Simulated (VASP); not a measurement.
Input of a VASP 6.6.1 run:

File INCAR:

```
  PREC = Accurate
  ENCUT = 520
  EDIFF = 1E-7
  ISMEAR = 0
  SIGMA = 0.15
  LREAL = F
  LASPH = T
  NELM = 150
  ALGO = Normal
  ISIF = 2
  LWAVE = F
  LCHARG = T
  ISPIN = 2
  MAGMOM = 0.825 0.825
  LORBIT = 11
  NUPDOWN = 1.65
  LMAXMIX = 4
  GGA = PE
  LELF = T
  LVHAR = T
  NBANDS = 20
```

The input KPOINTS:

```
regular mesh
0
Gamma
  24 24 12
```

File POSCAR:

```
Co
1.0
    2.6247115852      0.0000000000      0.0000000000
   -1.3123557926      2.2730669104      0.0000000000
    0.0000000000      0.0000000000      4.2449521042
Co
2
Direct
    0.6666666667      0.3333333333      0.2500000000
    0.3333333333      0.6666666667      0.7500000000
```

Potentials or basis: VASP PAW PBE potentials, release 64 (Co).

Run with:

```bash
$ cat potpaw_PBE.64/Co/POTCAR > POTCAR
$ mpirun -np 1 vasp_std > vasp.out
```

Question: What does it give for the pressure?

Answer: -29.5 GPa.

Stress tensor (GPa, compression positive):
```
-29.10   0.00   0.00
  0.00 -29.10   0.00
  0.00   0.00 -30.45
```

Caveat: the cell stands under tension; the total moment is fixed, so each spin has its own Fermi level and the state may be an excited one.
